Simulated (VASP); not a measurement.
The system is RbBr.

```
CELL_PARAMETERS angstrom
0.00000 3.46083 3.46083
3.27083 0.00000 3.46083
3.27083 3.46083 0.00000
ATOMIC_POSITIONS crystal
Rb 0.00000 0.00000 0.00000
Br 0.50000 0.50000 0.50000
```

This cell differs from its parent crystal: uniaxial x strain -5.5%.

Program: VASP 6.6.1. Alike in all runs: task single point; potentials or basis VASP PAW PBE potentials, release 64 (Rb_sv, Br); no spin polarisation; cell as given; cutoff (eV) 520.

Problem. Order these runs on this cell by their band gap on the k mesh, lowest first.
A. level HSE06; k mesh 4 × 4 × 4; smearing gaussian 0.01 eV; grid for exact exchange (PRECFOCK) Normal; screening parameter 0.2079 1/Å
B. level r2SCAN; k mesh 6 × 6 × 6; smearing gaussian 0.01 eV
C. level PBE; k mesh 6 × 6 × 6; smearing fermi-dirac 0.02 eV

Solution. C (4.36 eV), B (4.96 eV), A (5.53 eV).
